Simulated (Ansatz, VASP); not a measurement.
**Si5Mo: VASP beside Ansatz**

```xyz
6
Lattice="6.1857 0.0000 0.0000 0.0000 6.1857 0.0000 0.0000 0.0000 2.9768" Properties=species:S:1:pos:R:3 pbc="T T T"
Si    1.6846    1.6846    0.0000
Si    4.5011    4.5011    0.0000
Si    4.5011    1.6846    0.0000
Si    1.6846    4.5011    0.0000
Si    0.0000    0.0000    0.0000
Mo    3.0929    3.0929    1.4884
```

Alike in both runs: functional PBE; k mesh 6 × 6 × 12; occupations gaussian, width 0.1 eV; no spin polarisation.

Ansatz relaxed the structure, and its values are those at the end. VASP's run is a single point on that final structure, the one shown.

|  | VASP | Ansatz |
| --- | --- | --- |
| version | VASP 6.6.1 | Ansatz 0.2.0 |
| potentials or method | VASP PAW PBE potentials, release 64 (Si, Mo_sv), cutoff 520 eV | scalar-relativistic, plane waves, PAW |
| valence electrons in the cell | 34 | 34 |

VASP gave:

| Quantity | Value |
| --- | --- |
| gap on the k mesh at the Fermi level (eV) | none |
| pressure (GPa) | 0.1 |
| rms of the force components (eV/Å) | 0.007 |

Question: Estimate Ansatz's values.

Answer: gap on the k mesh at the Fermi level (eV): none; pressure (GPa): 0.0; rms of the force components (eV/Å): 0.000.

A gap of «none» marks a metal or a gap that the smearing closes.
